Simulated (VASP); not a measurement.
Input of a VASP 6.6.1 run:

The input POSCAR:

```
GaSb
1.0
   -1.5559010000      2.6750030000      2.8933130000
    1.5559010000     -2.6750030000      2.8933130000
    1.5559010000      2.6750030000     -2.8933130000
Ga Sb
1 1
Direct
    0.0000000000      0.0000000000      0.0000000000
    0.5000000000      0.5000000000      0.0000000000
```

INCAR.step1

```
SYSTEM = GaSb
PREC = Accurate
ENCUT = 520
ISMEAR = -1
SIGMA = 0.05
LREAL = .FALSE.
LASPH = .TRUE.
NELM = 80
NBANDS = 16
GGA = PE
ALGO = Normal
EDIFF = 1E-4
LWAVE = .TRUE.
LCHARG = .FALSE.
```

File INCAR.step2:

```
SYSTEM = GaSb
PREC = Accurate
ENCUT = 520
EDIFF = 1E-7
ISMEAR = -1
SIGMA = 0.05
LREAL = .FALSE.
LASPH = .TRUE.
NELM = 80
ALGO = Normal
ISIF = 2
LWAVE = .FALSE.
LCHARG = .TRUE.
METAGGA = R2SCAN
LMIXTAU = .TRUE.
LELF = .TRUE.
LVHAR = .TRUE.
NBANDS = 16
ISTART = 1
```

File KPOINTS:

```
Automatic mesh
0
G
  5 5 5
  0 0 0
```

Potentials or basis: VASP PAW PBE potentials, release 64 (Ga_d, Sb).

Run with:

```console
$ cat potpaw_PBE.64/Ga_d/POTCAR potpaw_PBE.64/Sb/POTCAR > POTCAR
$ cp INCAR.step1 INCAR
$ mpirun -np 1 vasp_std > vasp.out
$ cp INCAR.step2 INCAR
$ mpirun -np 1 vasp_std > vasp.out
```

Task: Predict the pressure.

Result: -1.5 GPa.

Task: What does it give for the band gap on the k mesh?

Result: Zero (band 9 reaches 8.53 eV, above the bottom of band 10 at 4.87 eV).

Stress tensor (GPa, compression positive):
```
 1.35  0.00  0.00
 0.00 -3.10  0.00
 0.00  0.00 -2.88
```

Caveat: the k points lie up to 0.47 Å⁻¹ apart; the PAW data sets were made with another functional, which shifts forces and pressure a little; spin-orbit coupling is left out, which moves the levels of the heavy elements.
